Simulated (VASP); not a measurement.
Input of a VASP 6.6.1 run:

The input INCAR:

```
PREC = Accurate
ENCUT = 520
EDIFF = 1E-7
ISMEAR = -1
SIGMA = 0.05
LREAL = False
LASPH = True
NELM = 60
ALGO = Normal
ISIF = 2
LWAVE = False
LCHARG = False
GGA = PE
NBANDS = 13
```

KPOINTS

```
regular mesh
0
Gamma
  18 18 18
```

File POSCAR:

```
W
1.0
   -1.6247514968      1.6247514968      1.6247514968
    1.6247514968     -1.6247514968      1.6247514968
    1.6247514968      1.6247514968     -1.6247514968
W
1
Direct
    0.0000000000      0.0000000000      0.0000000000
```

Potentials or basis: VASP PAW PBE potentials, release 64 (W_sv).

Run with:

```sh
$ cat potpaw_PBE.64/W_sv/POTCAR > POTCAR
$ mpirun -np 1 vasp_std > vasp.out
```

Task: Predict the band gap on the k mesh.

Result: Zero (bands 7 and 8 overlap by 5.72 eV).

Task: Estimate the pressure.

Result: -16.0 GPa.

Caveat: the cell stands under tension; spin-orbit coupling is left out, which moves the levels of the heavy elements.
